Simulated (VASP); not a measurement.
Set up this calculation in VASP 6.6.1, as the native input.

* Task: G0W0 quasiparticle levels
* Functional: PBE
* Potentials or basis: VASP PAW PBE potentials, release 64 (C_GW)
* Cutoff: 500 eV
* k mesh: 6 × 6 × 6
* Occupations: gaussian, width 0.01 eV
* Spin: no spin polarisation
* Dipole correction: no
* GW scheme: G0W0
* GW iterations: 1
* Cutoff of the response function: 150
* Frequency points: 48
* Empty bands: 44
* Further INCAR settings: ALGO = EVGW0; EDIFF = 1e-08; NBANDS = 48

Crystal: C.

```
CELL_PARAMETERS angstrom
0.00000 1.72672 1.79205
1.72672 0.00000 1.79205
1.72672 1.72672 0.00000
ATOMIC_POSITIONS crystal
C 0.00000 0.00000 0.00000
C 0.25000 0.25000 0.25000
```

These files were run (other wordings do the same):

POSCAR

```
C
1.0
    0.0000000000      1.7267204183      1.7920512418
    1.7267204183      0.0000000000      1.7920512418
    1.7267204183      1.7267204183      0.0000000000
C
2
Direct
    0.0000000000      0.0000000000      0.0000000000
    0.2500000000      0.2500000000      0.2500000000
```

INCAR.step1

```
SYSTEM = C
ALGO = Normal
EDIFF = 1E-8
ENCUT = 500
GGA = PE
ISMEAR = 0
LASPH = .True.
LCHARG = .False.
LREAL = .False.
LWAVE = .True.
NELM = 60
PREC = Accurate
SIGMA = 0.01
```

INCAR.step2

```
SYSTEM = C
ALGO = Exact
EDIFF = 1E-8
ENCUT = 500
GGA = PE
ISMEAR = 0
ISTART = 1
LASPH = .True.
LCHARG = .False.
LOPTICS = .True.
LREAL = .False.
LWAVE = .True.
NBANDS = 48
NELM = 1
PREC = Accurate
SIGMA = 0.01
```

INCAR.step3

```
SYSTEM = C
ALGO = EVGW0
EDIFF = 1E-8
ENCUT = 500
ENCUTGW = 150.0
GGA = PE
ISMEAR = 0
ISTART = 1
LASPH = .True.
LCHARG = .False.
LREAL = .False.
LWAVE = .False.
NBANDS = 48
NBANDSGW = 12
NELMGW = 1
NOMEGA = 48
PREC = Accurate
PRECFOCK = Fast
SIGMA = 0.01
```

KPOINTS

```
k-points
0
Gamma
  6 6 6
  0 0 0
```

Potentials or basis: VASP PAW PBE potentials, release 64 (C_GW).

The run is started by

```bash
$ cat potpaw_PBE.64/C_GW/POTCAR > POTCAR
$ cp INCAR.step1 INCAR
$ mpirun -np 1 vasp_std > vasp.out
$ cp INCAR.step2 INCAR
$ mpirun -np 1 vasp_std > vasp.out
$ cp INCAR.step3 INCAR
$ mpirun -np 1 vasp_std > vasp.out
```

Results of the run:

```yaml
Band_gap_on_the_k_mesh_mean-field_level: 3.80 eV, indirect (least direct gap 5.41 eV)
Quasiparticle_gap: 5.08 eV
Least_direct_quasiparticle_gap: 7.12 eV
```

Caveat: the k points lie up to 0.52 Å⁻¹ apart; bands, screening cutoff and mesh are small and nothing is extrapolated, so the quasiparticle values aren't converged.

It took 3.1 min on 1 thread of Intel Xeon 8259CL (shared host), peak memory 0.22 GiB.
